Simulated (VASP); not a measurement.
A run of VASP 6.6.1:

Contents of INCAR:

```
SYSTEM = KTaO3
ALGO = Normal
EDIFF = 1E-6
EDIFFG = -0.008
ENCUT = 600
GGA = PS
IBRION = 2
ISIF = 3
ISMEAR = 0
LASPH = .TRUE.
LCHARG = .FALSE.
LREAL = .FALSE.
LWAVE = .FALSE.
NELM = 100
NSW = 70
PREC = Accurate
PSTRESS = 100.0
SIGMA = 0.02
```

The input KPOINTS:

```
k-points
0
G
  8 8 8
  0 0 0
```

POSCAR

```
KTaO3
1.0
    3.9255953027      0.0000000000      0.0000000000
    0.0000000000      3.9255953027      0.0000000000
    0.0000000000      0.0000000000      3.9255953027
K Ta O
1 1 3
Direct
    0.5000000000      0.5000000000      0.5000000000
    0.0000000000      0.0000000000      0.0000000000
    0.0000000000      0.5000000000      0.0000000000
    0.0000000000      0.0000000000      0.5000000000
    0.5000000000      0.0000000000      0.0000000000
```

Potentials or basis: VASP PAW PBE potentials, release 64 (K_sv, Ta_pv, O).

Run with:

```sh
$ cat potpaw_PBE.64/K_sv/POTCAR potpaw_PBE.64/Ta_pv/POTCAR potpaw_PBE.64/O/POTCAR > POTCAR
$ mpirun -np 1 vasp_std > vasp.out
```

Hardware: 1 thread of Intel(R) Xeon(R) 6975P-C (Granite Rapids), on a shared host.

Question: How long does it take, and how much memory?

Answer: Run time: 88 s on 1 thread of Intel(R) Xeon(R) 6975P-C (Granite Rapids), with other jobs on the host, peak memory 0.22 GiB. Counts: scf iterations 28, k points 35, ion steps 3.
